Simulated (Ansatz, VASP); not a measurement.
## Ru in VASP and in Ansatz

```
Ru
1.0
     2.70580    0.00000    0.00000
    -1.35290    2.34329    0.00000
     0.00000    0.00000    4.32472
Ru
2
Direct
  0.33333 0.66667 0.25000
  0.66667 0.33333 0.75000
```

Change from the starting cell: z stretched by +1 %, ions relaxed.

Alike in both runs: functional PBE; k mesh 20 × 20 × 11; occupations fermi-dirac, width 0.05 eV; no spin polarisation.

Ansatz relaxed the structure, and its values are those at the end. VASP's run is a single point on that final structure, the one shown.

```csv
,VASP,Ansatz
version,VASP 6.6.1,Ansatz 0.2.0
potentials or method,"VASP PAW PBE potentials, release 64 (Ru_pv)","plane-wave PAW, scalar-relativistic"
plane-wave cutoff (eV),520,420
valence electrons in the cell,28,32
```

|  | VASP | Ansatz | Ansatz less VASP |
| --- | --- | --- | --- |
| pressure (GPa) | 1.1 | 1.2 | +0.10 |

VASP's potentials hold 28 valence electrons a cell and Ansatz's 32, so a difference there can come from the potentials and not from the codes. Ansatz's warnings: stress scf threshold loose.
